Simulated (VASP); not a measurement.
# TePd (zincblende type) (F-43m) in VASP: a series of runs

Runs on TePd (zincblende type). Level: LDA. Tasks: single point.

Program: VASP 6.6.1. These are calculated values, not measurements. Logs are shortened: lines on timing, memory, paths and dates and some standing lists are left out, and cuts for length are marked.

## 1. The cell of the first run

Symmetry: F-43m, No. 216, cubic system. The conventional cell has a = 5.473 Å, b = 5.473 Å, c = 5.473 Å, α = 90.00°, β = 90.00°, γ = 90.00°. Pd (site symmetry -43m) has 4 Te at 2.37 Å within 3.1 Å. Te (site symmetry -43m) has 4 Pd at 2.37 Å within 3.1 Å.

## 2. Single point, LDA (volume scaled by 0.8)

Input file INCAR:

```
PREC = Accurate ; ENCUT = 520
EDIFF = 1E-6 ; ISMEAR = -1
SIGMA = 0.1 ; LREAL = False
LASPH = True ; NELM = 80
ALGO = Normal ; ISIF = 2
LWAVE = False ; LCHARG = True
LELF = True ; LVHAR = True
NBANDS = 15
```

Input file KPOINTS:

```
regular mesh
0
Gamma
  12 12 12
```

Input file POSCAR:

```
TePd
1.0
    0.0000000000      2.7363044718      2.7363044718
    2.7363044718      0.0000000000      2.7363044718
    2.7363044718      2.7363044718      0.0000000000
Pd Te
1 1
Direct
    0.0000000000      0.0000000000      0.0000000000
    0.2500000000      0.2500000000      0.2500000000
```

Potentials or basis: VASP PAW LDA potentials, release 64 (Pd, Te).

Started as:

```sh
cat potpaw_LDA.64/Pd/POTCAR potpaw_LDA.64/Te/POTCAR > POTCAR
mpirun -np 1 vasp_std > vasp.out
```

OUTCAR:

```text
PREC = Accurate
   ENCUT = 520
   EDIFF = 1E-6
   ISMEAR = -1
   LREAL = False
   LASPH = True
   NELM = 80
   ISIF = 2

 ion  position               nearest neighbor table
   1  0.000  0.000  0.000-   2 2.37   2 2.37   2 2.37   2 2.37
   2  0.250  0.250  0.250-   1 2.37   1 2.37   1 2.37   1 2.37

  LATTYP: Found a face centered cubic cell.
 ALAT       =     5.4726089436

  Lattice vectors:

 A1 = (   0.0000000000,   2.7363044718,   2.7363044718)
 A2 = (   2.7363044718,   0.0000000000,   2.7363044718)
 A3 = (   2.7363044718,   2.7363044718,   0.0000000000)

Analysis of symmetry for initial positions (statically):
=====================================================================
 Subroutine PRICEL returns:
 Original cell was already a primitive cell.

 Routine SETGRP: Setting up the symmetry group for a
 face centered cubic supercell.

 Subroutine GETGRP returns: Found 24 space group operations
 (whereof 24 operations were pure point group operations)
 out of a pool of 48 trial point group operations.

The static configuration has the point symmetry T_d .

Analysis of symmetry for dynamics (positions and initial velocities):
=====================================================================
 Subroutine PRICEL returns:
 Original cell was already a primitive cell.

 Routine SETGRP: Setting up the symmetry group for a
 face centered cubic supercell.

 Subroutine GETGRP returns: Found 24 space group operations
 (whereof 24 operations were pure point group operations)
 out of a pool of 48 trial point group operations.

The dynamic configuration has the point symmetry T_d .

 Subroutine INISYM returns: Found 24 space group operations
 (whereof 24 operations are pure point group operations),
 and found     1 'primitive' translations

----------------------------------------------------------------------------------------

                                     Primitive cell

  volume of cell :      40.9754

  direct lattice vectors                    reciprocal lattice vectors
     0.000000000  2.736304472  2.736304472    -0.182728203  0.182728203  0.182728203
     2.736304472  0.000000000  2.736304472     0.182728203 -0.182728203  0.182728203
     2.736304472  2.736304472  0.000000000     0.182728203  0.182728203 -0.182728203

  length of vectors
     3.869718895  3.869718895  3.869718895     0.316494532  0.316494532  0.316494532

  position of ions in fractional coordinates (direct lattice)
     0.000000000  0.000000000  0.000000000
     0.250000000  0.250000000  0.250000000

  ion indices of the primitive-cell ions
   primitive index   ion index
                 1           1
                 2           2

----------------------------------------------------------------------------------------

 KPOINTS: regular mesh

Automatic generation of k-mesh.
 Grid dimensions read from file:
 generate k-points for:   12   12   12

 Generating k-lattice:

  Cartesian coordinates                     Fractional coordinates (reciprocal lattice)
    -0.015227350  0.015227350  0.015227350     0.083333333  0.000000000  0.000000000
     0.015227350 -0.015227350  0.015227350     0.000000000  0.083333333  0.000000000
     0.015227350  0.015227350 -0.015227350     0.000000000  0.000000000  0.083333333

  Length of vectors
     0.026374544  0.026374544  0.026374544

  Shift w.r.t. Gamma in fractional coordinates (k-lattice)
     0.000000000  0.000000000  0.000000000

 Subroutine IBZKPT returns following result:
 ===========================================

 Found     72 irreducible k-points:

 Following reciprocal coordinates:
            Coordinates               Weight
  0.000000  0.000000  0.000000      1.000000
  0.083333  0.000000  0.000000      8.000000
  0.166667  0.000000  0.000000      8.000000
  0.250000  0.000000  0.000000      8.000000
  0.333333  0.000000  0.000000      8.000000
  0.416667  0.000000  0.000000      8.000000
[... 16 lines left out ...]
  0.500000  0.166667  0.000000     24.000000
 -0.416667  0.166667  0.000000     24.000000
 [... further k-points ...]
   k-points           NKPTS =     72   k-points in BZ     NKDIM =     72   number of bands    NBANDS=     15
   number of dos      NEDOS =    301   number of ions     NIONS =      2
   total plane-waves  NPLWV =  27000
   dimension x,y,z NGX =    30 NGY =   30 NGZ =   30
   dimension x,y,z NGXF=    60 NGYF=   60 NGZF=   60
   ions per type =               1   1
   NGX,Y,Z   is equivalent  to a cutoff of  12.89, 12.89, 12.89 a.u.
   NGXF,Y,Z  is equivalent  to a cutoff of  25.78, 25.78, 25.78 a.u.
 SYSTEM =  unknown system
   PREC   = accura    normal or accurate (medium, high low for compatibility)
   ISTART =      0    job   : 0-new  1-cont  2-samecut
   ICHARG =      2    charge: 1-file 2-atom 10-const
   ISPIN  =      1    spin polarized calculation?
   LNONCOLLINEAR =      F non collinear calculations
   LSORBIT =      F    spin-orbit coupling
   LASPH  =      T    aspherical Exc in radial PAW
   ENCUT  =  520.0 eV  38.22 Ry    6.18 a.u.   7.20  7.20  7.20*2*pi/ulx,y,z
   NELM   =     80;   NELMIN=  2; NELMDL= -5     # of ELM steps
   EDIFF  = 0.1E-05   stopping-criterion for ELM
   LREAL  =      F    real-space projection
   EDIFFG = 0.1E-04   stopping-criterion for IOM
   NSW    =      0    number of steps for IOM
   IBRION =     -1    ionic relax: 0-MD 1-quasi-New 2-CG
   NFREE  =      0    steps in history (QN), initial steepest desc. (CG)
   ISIF   =      2    stress and relaxation
   ISYM   =      2    0-nonsym 1-usesym 2-fastsym
   POTIM  = 0.5000    time-step for ionic-motion
   TEBEG  =    0.0;   TEEND  =   0.0 temperature during run
   PSTRESS=    0.0 pullay stress
   NELECT =      16.0000    total number of electrons
   NUPDOWN=      -1.0000    fix difference up-down
   EMIN   =  10.00;   EMAX   =-10.00  energy-range for DOS
   EFERMI =   0.00;   METHOD = LEGACY
   ISMEAR =    -1;   SIGMA  =   0.10  broadening in eV -4-tet -1-fermi 0-gaus
   EFERMI_NEDOS =   21; number of points for ismear=-14 and -15
   IALGO  =     38    algorithm
   IMIX   =      4    mixing-type and parameters
     AMIX     =   0.40;   BMIX     =  1.00
     AMIX_MAG =   1.60;   BMIX_MAG =  1.00
  volume/ion in A,a.u.               =      20.49       138.26
  Fermi-wavevector in a.u.,A,eV,Ry     =   1.196576  2.261201 19.480752  1.431795
  Thomas-Fermi vector in A             =   2.332513
   LORBIT       =      0    0 simple, 1 ext, 2 COOP (PROOUT), +10 PAW based schemes
   GGA     = CA    functional components
   LHFCALC =     F    Hartree Fock is set to
   AEXX    =    0.0000 exact exchange contribution
   IVDW    =     0    specifies the selected vdW correction
   LEPSILON=     F    determine dielectric tensor
   LRPA    =     F    only Hartree local field effects (RPA)
 non-spin polarized calculation
  energy-cutoff  :      520.00
  volume of cell :       40.98
 maximum number of plane-waves:      1124
 NGX is ok and might be reduce to    30
   NGX = 15   NGY = 15   NGZ = 15

 number of electron      16.0000002 magnetization

 Free energy of the ion-electron system (eV)
  ---------------------------------------------------
  ext. energy  EPLUGINS =         0.00000000
  ---------------------------------------------------
  free energy    TOTEN  =        -9.65767299 eV

  energy without entropy =       -9.62026740  energy(sigma->0) =       -9.63897019

 E-fermi :   9.4920     XC(G=0): -11.3297

 val. band max:        9.4885998662   @ k =  -0.4167   0.2500   0.0833
 cond. band min:       9.5116958762   @ k =   0.3333   0.2500   0.0833
 fundamental gap:      0.0230960100
 Fermi energy:         9.4920028509

 k-point     1 :       0.0000    0.0000    0.0000
  band No.  band energies     occupation
      1      -4.5203      2.00000
      2       3.3477      2.00000
      3       3.3477      2.00000
      4       3.3477      2.00000
      5       5.4836      2.00000
      6       5.4836      2.00000
      7      12.9239      0.00000
      8      12.9239      0.00000
      9      12.9239      0.00000
     10      13.3479      0.00000
     11      15.9017      0.00000
     12      15.9017      0.00000
     13      15.9017      0.00000
     14      19.7562      0.00000
     15      21.0730      0.00000

 k-point     2 :       0.0833    0.0000    0.0000
  band No.  band energies     occupation
      1      -4.4481      2.00000
      2       3.2995      2.00000
      3       3.3780      2.00000
      4       3.3780      2.00000
      5       5.4701      2.00000
      6       5.4701      2.00000
      7      11.9030      0.00000
      8      12.7196      0.00000
      9      12.7196      0.00000
     10      13.8608      0.00000
     11      16.0293      0.00000
     12      16.1075      0.00000
     13      16.1075      0.00000
     14      20.0054      0.00000
     15      20.6489      0.00000

 k-point     3 :       0.1667    0.0000    0.0000
  band No.  band energies     occupation
      1      -4.2428      2.00000
      2       3.1823      2.00000
      3       3.4578      2.00000
      4       3.4578      2.00000
      5       5.4438      2.00000
      6       5.4438      2.00000
      7      10.3722      0.00030
      8      12.2379      0.00000
      9      12.2379      0.00000
     10      14.1650      0.00000
     11      16.4309      0.00000
     12      16.5345      0.00000
     13      16.5345      0.00000
     14      20.0693      0.00000
     15      20.2392      0.00000

 k-point     4 :       0.2500    0.0000    0.0000
  band No.  band energies     occupation
      1      -3.9412      2.00000
      2       3.0617      2.00000
      3       3.5568      2.00000
      4       3.5568      2.00000
      5       5.4383      2.00000
      6       5.4383      2.00000
      7       8.8036      1.99795
      8      11.6657      0.00000
      9      11.6657      0.00000
     10      14.1774      0.00000
     11      16.8553      0.00000
     12      16.8553      0.00000
     13      17.1342      0.00000
     14      20.1187      0.00000
     15      20.3324      0.00000
[... 307 lines left out ...]
 k-point    22 :       0.4167    0.1667    0.0000
  band No.  band energies     occupation
      1      -3.3371      2.00000
      2       2.9356      2.00000
      3       3.7524      2.00000
      4       3.8507      2.00000
      5       5.3954      2.00000
      6       5.6065      2.00000
      7       7.0138      2.00000
      8       9.8156      0.07566
      9       9.9432      0.02171
     10      14.5695      0.00000
     11      16.6048      0.00000
     12      17.8949      0.00000
     13      18.1140      0.00000
     14      20.7362      0.00000
     15      22.7076      0.00000

 k-point    23 :       0.5000    0.1667    0.0000
  band No.  band energies     occupation
      1      -3.1434      2.00000
      2       3.0878      2.00000
      3       3.7371      2.00000
      4       3.8760      2.00000
      5       5.5267      2.00000
      6       5.5850      2.00000
      7       6.1913      2.00000
      8       9.4303      1.29891
      9       9.8241      0.06972
     10      14.4924      0.00000
     11      16.7384      0.00000
     12      17.8723      0.00000
     13      19.1820      0.00000
     14      20.7259      0.00000
     15      22.7552      0.00000

 k-point    24 :      -0.4167    0.1667    0.0000
  band No.  band energies     occupation
      1      -3.1171      2.00000
      2       3.2226      2.00000
      3       3.6427      2.00000
      4       3.8595      2.00000
      5       5.4972      2.00000
      6       5.5203      2.00000
      7       6.1964      2.00000
      8       9.0805      1.96786
      9      10.1357      0.00320
     10      14.5429      0.00000
     11      16.7532      0.00000
     12      17.6480      0.00000
     13      20.0572      0.00000
     14      20.8673      0.00000
     15      21.7470      0.00000

 [... further k-points ...]
[... 5 lines left out ...]
  --------------------------------------------------------------------------------------
  -------------------------------------------------------------------------------------
  Total        8.8216582      8.8216582      8.8216582      0.0000000      0.0000000      0.0000000
  in kB      344.9352296    344.9352296    344.9352296      0.0000000      0.0000000      0.0000000
  external PRESSURE =     344.9352296 kB  Pullay stress =       0.0000000 kB

 VOLUME and BASIS-vectors are now :
 -----------------------------------------------------------------------------
  energy-cutoff  :      520.00
  volume of cell :       40.98
      direct lattice vectors                 reciprocal lattice vectors
     0.000000000  2.736304472  2.736304472    -0.182728203  0.182728203  0.182728203
     2.736304472  0.000000000  2.736304472     0.182728203 -0.182728203  0.182728203
     2.736304472  2.736304472  0.000000000     0.182728203  0.182728203 -0.182728203

 POSITION                                       TOTAL-FORCE (eV/Angst)
 -----------------------------------------------------------------------------------
      0.00000      0.00000      0.00000         0.000000      0.000000      0.000000
      1.36815      1.36815      1.36815        -0.000000     -0.000000     -0.000000
 -----------------------------------------------------------------------------------
    total drift:                                0.000000      0.000000      0.000000

  FREE ENERGIE OF THE ION-ELECTRON SYSTEM (eV)
  ---------------------------------------------------
  free  energy   TOTEN  =        -9.6576729863 eV

  energy  without entropy=       -9.6202673979  energy(sigma->0) =       -9.63897019
```

Run time: 97 s. Hardware: 1 thread of AMD EPYC 7R13, shared host; peak memory 0.15 GiB.

What came out:

| Quantity | Value |
| --- | --- |
| Free energy | -9.6577 eV |
| Pressure | 34.5 GPa |
| Band gap on the k mesh | zero (band 8 reaches 12.92 eV, above the bottom of band 9 at 7.68 eV) |

Caveat: spin-orbit coupling is left out, which moves the levels of the heavy elements.

[end of part 1 of 2]
